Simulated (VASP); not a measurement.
Crystal: Ca4AlO.

```
Ca Al O
1.0
     5.78363    0.00000    0.00000
    -2.89181    5.00877    0.00000
     0.00000    0.00000    4.39302
Ca Al O
4 1 1
Direct
  0.33333 0.66667 0.00000
  0.16764 0.33528 0.50000
  0.66472 0.83236 0.50000
  0.16764 0.83236 0.50000
  0.66667 0.33333 0.00000
  0.00000 0.00000 0.00000
```

The cell was built from a structure type or drawn by symmetry, and may not be a known phase.

```yaml
Program: VASP 6.6.1
Task: relaxation of cell and atoms
Functional: PBE
Potentials_or_basis: VASP PAW PBE potentials, release 64 (Ca_sv, Al, O)
Cutoff: 600 eV
k_mesh: 3 × 3 × 4
Occupations: gaussian, width 0.1 eV
Spin: no spin polarisation
```

At the start: pressure 10.1 GPa; volume 21.21 Å³/atom.

Task: Where does the relaxation end?

Result: Over 13 steps the energy falls by 739.0 meV/atom and the volume is 31.38 Å³/atom (+47.9 %); space group P-6m2 (No. 187, to 0.1 Å) before and after.

The path:
```tsv
step	energy change (eV)	largest force (eV/Å)	pressure (GPa)	volume (Å³)
1	0.0000	4.0240	10.14	127.26
2	-2.4693	0.1584	0.93	153.35
3	-2.5760	0.5646	-0.47	161.17
4	-3.2133	0.0916	-0.54	162.99
5	-3.9426	1.3273	0.95	162.49
6	-4.2723	0.7335	1.00	169.85
7	-4.3381	0.4056	1.32	173.38
8	-4.2596	0.3536	2.45	179.92
9	-4.3522	0.1878	1.61	175.25
10	-4.4317	0.0645	-0.24	189.76
11	-4.4329	0.0805	-0.05	188.06
12	-4.4329	0.0778	-0.08	188.32
13	-4.4339	0.0018	0.00	188.27
```

Final structure:
```cif
data_structure
_symmetry_space_group_name_H-M 'P 1'
_symmetry_Int_Tables_number 1
_cell_length_a 7.9859
_cell_length_b 7.9859
_cell_length_c 3.4088
_cell_angle_alpha 90.000
_cell_angle_beta 90.000
_cell_angle_gamma 120.000
_cell_volume 188.27
loop_
_atom_site_label
_atom_site_type_symbol
_atom_site_fract_x
_atom_site_fract_y
_atom_site_fract_z
_atom_site_occupancy
Ca1 Ca 0.33333 0.66667 0.00000 1
Ca2 Ca 0.12776 0.25552 0.50000 1
Ca3 Ca 0.74448 0.87224 0.50000 1
Ca4 Ca 0.12776 0.87224 0.50000 1
Al1 Al 0.66667 0.33333 0.00000 1
O1 O 0.00000 0.00000 0.00000 1
```

Caveat: the k points lie up to 0.46 Å⁻¹ apart in the final cell, too coarse for converged energies and pressures of a metal; the volume moved by over 15 % at a fixed basis, so the end points are rough; an odd number of electrons without spin polarisation forces a metal; a magnetic or distorted state may lie lower.
